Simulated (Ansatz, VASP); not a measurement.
**SiC: VASP beside Ansatz**

```
Si C
1.0
     3.07313    0.00000    0.00000
    -1.53657    2.66141    0.00000
     0.00000    0.00000   15.07870
Si C
6 6
Direct
  0.00000 0.00000 0.12503
  0.00000 0.00000 0.62503
  0.33333 0.66667 0.29182
  0.66667 0.33333 0.79182
  0.33333 0.66667 0.95831
  0.66667 0.33333 0.45831
  0.00000 0.00000 0.99969
  0.00000 0.00000 0.49969
  0.33333 0.66667 0.16683
  0.66667 0.33333 0.66683
  0.33333 0.66667 0.83332
  0.66667 0.33333 0.33332
```

Alike in both runs: functional PBE; dispersion D3(BJ); k mesh 12 × 12 × 2; occupations gaussian, width 0.02 eV; no spin polarisation.

Ansatz relaxed the structure, and its values are those at the end. VASP's run is a single point on that final structure, the one shown.

|  | VASP | Ansatz |
| --- | --- | --- |
| version | VASP 6.6.1 | Ansatz 0.2.0 |
| potentials or method | VASP PAW PBE potentials, release 64 (Si, C), cutoff 520 eV | scalar-relativistic, plane waves, PAW |
| valence electrons in the cell | 48 | 48 |

Ansatz gave:

| Item | Value |
| --- | --- |
| gap on the k mesh at the Fermi level (eV) | 2.03 |
| least direct gap on the mesh (eV) | 3.13 |
| pressure (GPa) | 0.0 |

**Question.** Estimate VASP's values.

**Answer.** gap on the k mesh at the Fermi level (eV): 2.02; least direct gap on the mesh (eV): 3.12; pressure (GPa): -0.1.
